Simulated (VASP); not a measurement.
# TiAl in VASP: notebook, part 2 of 2

VASP 6.6.1.

**3. Single point, r2SCAN (atom 1 (Ti) moved by (+0.000, -0.200) A along x and y)**

Input file POSCAR:

```
TiAl
1.0
    2.8672622327      0.0000000000      0.0000000000
   -1.4336311163      2.4831219328      0.0000000000
    0.0000000000      0.0000000000      4.6780830000
Ti Al
1 1
Direct
   -0.0402718846     -0.0805437693      0.0000000000
    0.3333333333      0.6666666667      0.5000000000
```

Input file INCAR.step1:

```
  PREC = Accurate
  ENCUT = 520
  ISMEAR = 0
  SIGMA = 0.15
  LREAL = False
  LASPH = True
  NELM = 100
  NBANDS = 14
  GGA = PE
  ALGO = Normal
  EDIFF = 1E-4
  LWAVE = True
  LCHARG = False
```

Input file INCAR.step2:

```
  PREC = Accurate
  ENCUT = 520
  EDIFF = 1E-7
  ISMEAR = 0
  SIGMA = 0.15
  LREAL = False
  LASPH = True
  NELM = 100
  ALGO = Normal
  ISIF = 2
  LWAVE = False
  LCHARG = False
  METAGGA = R2SCAN
  LMIXTAU = True
  NBANDS = 14
  ISTART = 1
```

Input file KPOINTS:

```
Automatic mesh
0
Gamma
  18 18 10
```

Potentials or basis: VASP PAW PBE potentials, release 64 (Ti_sv, Al).

Started as:

```sh
cat potpaw_PBE.64/Ti_sv/POTCAR potpaw_PBE.64/Al/POTCAR > POTCAR
cp INCAR.step1 INCAR
mpirun -np 1 vasp_std > vasp.out
cp INCAR.step2 INCAR
mpirun -np 1 vasp_std > vasp.out
```

OUTCAR:

```text
PREC = Accurate
   ENCUT = 520
   EDIFF = 1E-7
   ISMEAR = 0
   LREAL = False
   LASPH = True
   NELM = 100
   ISIF = 2
   METAGGA = R2SCAN
   ISTART = 1

 ion  position               nearest neighbor table
   1  0.960  0.919  0.000-   2 2.81   2 2.81   2 2.81   2 2.81   2 2.99   2 2.99
   2  0.333  0.667  0.500-   1 2.81   1 2.81   1 2.81   1 2.81   1 2.99   1 2.99

  LATTYP: Found a hexagonal cell.
 ALAT       =     2.8672622327
 C/A-ratio  =     1.6315504549

  Lattice vectors:

 A1 = (   2.8672622327,   0.0000000000,   0.0000000000)
 A2 = (  -1.4336311163,   2.4831219328,   0.0000000000)
 A3 = (   0.0000000000,   0.0000000000,   4.6780830000)

Analysis of symmetry for initial positions (statically):
=====================================================================
 Subroutine PRICEL returns:
 Original cell was already a primitive cell.

 Routine SETGRP: Setting up the symmetry group for a
 hexagonal supercell.

 Subroutine GETGRP returns: Found  4 space group operations
 (whereof  4 operations were pure point group operations)
 out of a pool of 24 trial point group operations.

The static configuration has the point symmetry C_2v.
[... 176 lines left out ...]
      6       5.4088      2.00000
      7       5.7502      2.00000
      8       9.2605      0.00000
      9       9.2882      0.00000
     10      10.8440      0.00000
     11      10.9666      0.00000
     12      12.0352      0.00000
     13      21.5051      0.00000
     14      21.5898      0.00000
[... 377 lines left out ...]
      1     -50.9959      2.00000
      2     -26.2726      2.00000
      3     -25.9774      2.00000
      4     -25.8954      2.00000
      5      -1.0502      2.00000
      6       5.8353      2.00000
      7       5.9798      2.00000
      8       8.7822      0.00000
      9       9.7102      0.00000
     10      10.7965      0.00000
     11      10.9982      0.00000
     12      12.1750      0.00000
     13      17.2121      0.00000
     14      18.3784      0.00000

 [... further k-points ...]

------------------------ aborting loop because EDIFF is reached ----------------------------------------

  FORCE on cell =-STRESS in cart. coord.  units (eV):
  Direction    XX          YY          ZZ          XY          YZ          ZX
  --------------------------------------------------------------------------------------
  -------------------------------------------------------------------------------------
  Total        0.6223333     -0.7896208     -0.2692087     -0.0000000      0.0000000      0.0000000
  in kB       29.9364443    -37.9835721    -12.9498973     -0.0000000      0.0000000      0.0000000
  external PRESSURE =      -6.9990084 kB  Pullay stress =       0.0000000 kB

 VOLUME and BASIS-vectors are now :
 -----------------------------------------------------------------------------
  energy-cutoff  :      520.00
  volume of cell :       33.31
      direct lattice vectors                 reciprocal lattice vectors
     2.867262233  0.000000000  0.000000000     0.348764751  0.201359423  0.000000000
    -1.433631116  2.483121933  0.000000000     0.000000000  0.402718846  0.000000000
     0.000000000  0.000000000  4.678083000     0.000000000  0.000000000  0.213762774

 POSITION                                       TOTAL-FORCE (eV/Angst)
 -----------------------------------------------------------------------------------
      1.43363      2.28312      0.00000         0.000000      0.309334      0.000000
     -0.00000      1.65541      2.33904        -0.000000     -0.309334      0.000000
 -----------------------------------------------------------------------------------
    total drift:                               -0.000002      0.000078     -0.000000

  FREE ENERGIE OF THE ION-ELECTRON SYSTEM (eV)
  ---------------------------------------------------
  free  energy   TOTEN  =       -20.2122740153 eV

  energy  without entropy=      -20.1871042685  energy(sigma->0) =      -20.19968914
```

OSZICAR.step1:

```text
N       E                     dE             d eps       ncg     rms          rms(c)
DAV:   1     0.941784939730E+02    0.94178E+02   -0.65400E+03 15288   0.108E+03
DAV:   2    -0.644099767941E+01   -0.10062E+03   -0.96321E+02 15666   0.301E+02
DAV:   3    -0.133657527832E+02   -0.69248E+01   -0.67797E+01 25280   0.666E+01
DAV:   4    -0.135668769657E+02   -0.20112E+00   -0.20082E+00 16688   0.111E+01
DAV:   5    -0.135754183728E+02   -0.85414E-02   -0.85407E-02 23060   0.207E+00    0.918E+00
DAV:   6    -0.123731743741E+02    0.12022E+01   -0.60975E+00 17338   0.299E+01    0.380E+00
DAV:   7    -0.120901326549E+02    0.28304E+00   -0.77801E-01 16826   0.101E+01    0.199E+00
DAV:   8    -0.120691425274E+02    0.20990E-01   -0.17320E-01 17238   0.477E+00    0.846E-01
DAV:   9    -0.120675251841E+02    0.16173E-02   -0.56320E-02 16568   0.334E+00    0.456E-01
DAV:  10    -0.120641952272E+02    0.33300E-02   -0.91420E-03 16916   0.123E+00    0.578E-02
DAV:  11    -0.120642708591E+02   -0.75632E-04   -0.81812E-04 20966   0.270E-01
   1 F= -.12064271E+02 E0= -.12050442E+02  d E =-.276573E-01
```

It took 39 min on 1 thread of Oxide Virtual Turin-like, shared host; peak memory 0.34 GiB.

What came out:

```yaml
Free_energy: -20.2123 eV
Pressure: -0.7 GPa
Largest_force: 0.309 eV/Å
Band_gap_on_the_k_mesh: zero (an odd number of electrons rules out a gap without spin polarisation)
```

Forces on the atoms (eV/Å):
```
Ti   0.000  0.309  0.000
Al   0.000 -0.309  0.000
```

Stress tensor (GPa, compression positive):
```
 2.99  0.00  0.00
 0.00 -3.80  0.00
 0.00  0.00 -1.29
```

Caveat: the cell differs from its parent crystal (atom 1 (Ti) moved by (+0.000, -0.200) A along x and y); the PAW data sets were made with another functional, which shifts forces and pressure a little.

**4. Single point, r2SCAN (atom 1 (Ti) moved by (+0.000, +0.200) A along x and y)**

Edit POSCAR of step 3 so:

```diff
@@ -8,3 +8,3 @@
 Direct
-   -0.0402718846     -0.0805437693      0.0000000000
+    0.0402718846      0.0805437693      0.0000000000
     0.3333333333      0.6666666667      0.5000000000
```

Input file INCAR.step1:

```
  ALGO = Normal
  EDIFF = 1E-4
  ENCUT = 520
  GGA = PE
  ISMEAR = 0
  LASPH = T
  LCHARG = F
  LREAL = F
  LWAVE = T
  NBANDS = 14
  NELM = 60
  PREC = Accurate
  SIGMA = 0.15
```

Input file INCAR.step2:

```
  ALGO = Normal
  EDIFF = 1E-6
  ENCUT = 520
  ISIF = 2
  ISMEAR = 0
  ISTART = 1
  LASPH = T
  LCHARG = F
  LMIXTAU = T
  LREAL = F
  LWAVE = F
  METAGGA = R2SCAN
  NBANDS = 14
  NELM = 60
  PREC = Accurate
  SIGMA = 0.15
```

Input file KPOINTS:

```
k-points
0
Gamma
  18 18 10
```

Started as:

```sh
cat potpaw_PBE.64/Ti_sv/POTCAR potpaw_PBE.64/Al/POTCAR > POTCAR
cp INCAR.step1 INCAR
mpirun -np 1 vasp_std > vasp.out
cp INCAR.step2 INCAR
mpirun -np 1 vasp_std > vasp.out
```

It took 29 min on 1 thread of Oxide Virtual Turin-like, shared host; peak memory 0.35 GiB.

Results (log left out):

```yaml
Free_energy: -20.1983 eV
Pressure: -0.6 GPa
Largest_force: 0.517 eV/Å
Band_gap_on_the_k_mesh: zero (an odd number of electrons rules out a gap without spin polarisation)
```

Forces on the atoms (eV/Å):
```
Ti   0.000 -0.517  0.000
Al   0.000  0.517  0.000
```

Stress tensor (GPa, compression positive):
```
-3.48  0.00  0.00
 0.00  2.57  0.00
 0.00  0.00 -0.88
```

Levels at points of the mesh, in eV from the Fermi level:
```csv
k point,band 4,band 5,band 6,band 7,band 8,band 9,band 10,band 11,band 12,band 13
"(0.00, 0.00, 0.00)",-33.69,-9.45,-2.43,-2.09,1.43,1.45,3.02,3.13,4.19,13.68
"(0.50, 0.00, 0.00)",-33.83,-3.91,-3.02,-1.46,-0.99,2.35,4.16,4.20,4.31,5.57
"(0.00, 0.50, 0.00)",-33.84,-3.93,-2.93,-1.66,-1.03,2.42,4.20,4.21,4.53,5.64
"(0.00, 0.00, 0.50)",-33.69,-8.52,-5.62,-0.45,1.44,1.47,2.95,3.04,7.12,11.55
"(0.50, 0.00, 0.50)",-33.83,-3.81,-2.49,-1.95,0.47,1.04,2.15,3.20,4.20,6.79
"(0.00, 0.50, 0.50)",-33.84,-3.79,-2.68,-1.78,0.27,1.03,2.21,3.34,4.21,6.92
```

Caveat: the cell differs from its parent crystal (atom 1 (Ti) moved by (+0.000, +0.200) A along x and y); the PAW data sets were made with another functional, which shifts forces and pressure a little.

**5. Summary**

| cell | gap on the mesh (eV) | pressure (GPa) | largest force (eV/Å) |
| --- | --- | --- | --- |
| as given, atomic positions A | none | -0.6 | 0.33 |
| as given, atomic positions B | none | -0.7 | 0.31 |
| as given, atomic positions C | none | -0.6 | 0.52 |

Alike in all rows: task single point; level r2SCAN; potentials or basis VASP PAW PBE potentials, release 64 (Ti_sv, Al); no spin polarisation; k mesh 18 × 18 × 10; cutoff (eV) 520; smearing gaussian 0.15 eV.

Caveats: the PAW data sets were made with another functional, which shifts forces and pressure a little.

Absolute energies hang on the potentials; compare differences alone.
